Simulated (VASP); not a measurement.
GaAs:

```
Ga As
1.0
     0.00000    2.69200    2.83309
     2.69200    0.00000    2.83309
     2.69200    2.69200    0.00000
Ga As
1 1
Direct
  0.00000 0.00000 0.00000
  0.25000 0.25000 0.25000
```

This cell differs from its parent crystal: biaxial xy strain -5.0%.

Base run:

| Property | Result |
| --- | --- |
| Program | VASP 6.6.1 |
| Functional | r2SCAN |
| Potentials or basis | VASP PAW PBE potentials, release 64 (Ga_d, As) |
| Cutoff | 550 eV |
| k mesh | 8 × 8 × 8 |
| Occupations | gaussian, width 0.01 eV |
| Spin | no spin polarisation |

Its results: band gap on the k mesh 1.33 eV (least direct gap 1.65 eV); pressure 9.4 GPa.

The run is repeated on the same cell with these changes: functional from r2SCAN to PBE; cutoff from 550 eV to 500 eV; occupations from gaussian, width 0.01 eV to fermi-dirac, width 0.02 eV. What comes out?

Band gap on the k mesh 1.04 eV (least direct gap 1.13 eV); pressure 12.4 GPa.

Caveats: the cell stands under pressure; the PAW data sets were made with another functional, which shifts forces and pressure a little (at least some runs).

A k mesh can miss the band edges.
